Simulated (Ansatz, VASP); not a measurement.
# One calculation of CsI6Br, two programs

INCAR

```
SYSTEM = CsI6Br
ALGO = Normal
EDIFF = 1E-7
ENCUT = 520
GGA = PE
ISIF = 2
ISMEAR = 1
IVDW = 13
LASPH = .True.
LCHARG = .False.
LREAL = .False.
LWAVE = .False.
NBANDS = 39
NELM = 80
PREC = Accurate
SIGMA = 0.0982
```

KPOINTS

```
k-points
0
Gamma
  3 3 3
  0 0 0
```

The input POSCAR:

```
CsI6Br
1.0
    7.0257750000      0.0000000000      0.0000000000
   -0.7954570000      6.9805990000      0.0000000000
   -0.7954570000     -0.8912530000      6.9234730000
I Cs Br
6 1 1
Direct
    0.0778000000      0.8089000000      0.7042000000
    0.7042000000      0.0778000000      0.8089000000
    0.8089000000      0.7042000000      0.0778000000
    0.9222000000      0.1911000000      0.2958000000
    0.2958000000      0.9222000000      0.1911000000
    0.1911000000      0.2958000000      0.9222000000
    0.5000000000      0.5000000000      0.5000000000
    0.0000000000      0.0000000000      0.0000000000
```

Input for Ansatz:

```yaml
crystal:
  lattice:
    - [7.025775, 0.0, 0.0]
    - [-0.795457, 6.980599, 0.0]
    - [-0.795457, -0.891253, 6.923473]
  atoms:
    - { symbol: I, position: [0.0778, 0.8089, 0.7042] }
    - { symbol: I, position: [0.7042, 0.0778, 0.8089] }
    - { symbol: I, position: [0.8089, 0.7042, 0.0778] }
    - { symbol: I, position: [0.9222, 0.1911, 0.2958] }
    - { symbol: I, position: [0.2958, 0.9222, 0.1911] }
    - { symbol: I, position: [0.1911, 0.2958, 0.9222] }
    - { symbol: Cs, position: [0.5, 0.5, 0.5] }
    - { symbol: Br, position: [0.0, 0.0, 0.0] }
  symmetry: { tolerance: 0.0003 }
kpoints:
  mp_grid: { grid: [3, 3, 3], shift: [0, 0, 0] }
magnetization:
  spin_polarized: false
scf:
  occupations: { method: methfessel_paxton, width: 0.0982 }
hamiltonian:
  pseudopotentials: { kind: paw }
  xc: pbe
  dispersion: d4
basis:
  ecutwfc: 420
output:
  forces: true
  stress: true
  eigenvalues: true
```

Alike in both runs: task single point; functional PBE; dispersion D4; k mesh 3 × 3 × 3; occupations methfessel-paxton of order 1, width 0.0982 eV; no spin polarisation.

```csv
,VASP,Ansatz
version,VASP 6.6.1,Ansatz 0.2.0
potentials or method,"VASP PAW PBE potentials, release 64 (I, Cs_sv, Br), cutoff 520 eV",PAW plane waves
valence electrons in the cell,58,118
```

|  | VASP | Ansatz | Ansatz less VASP |
| --- | --- | --- | --- |
| gap on the k mesh at the Fermi level (eV) | 1.45 | 1.44 | -0.012 |
| pressure (GPa) | 8.1 | 8.1 | +0.02 |
| traceless stress, the component that is largest in VASP (GPa) | -0.31 | -0.31 | +0.001 |
| rms of the force components (eV/Å) | 1.948 | 1.951 | +0.0031 |

Atom by atom the forces differ by 0.008 eV/Å (rms over components). VASP's potentials hold 58 valence electrons a cell and Ansatz's 118, so a difference there can come from the potentials and not from the codes. Ansatz's warnings: structure snapped to symmetry.

Neither program's run includes spin-orbit coupling.
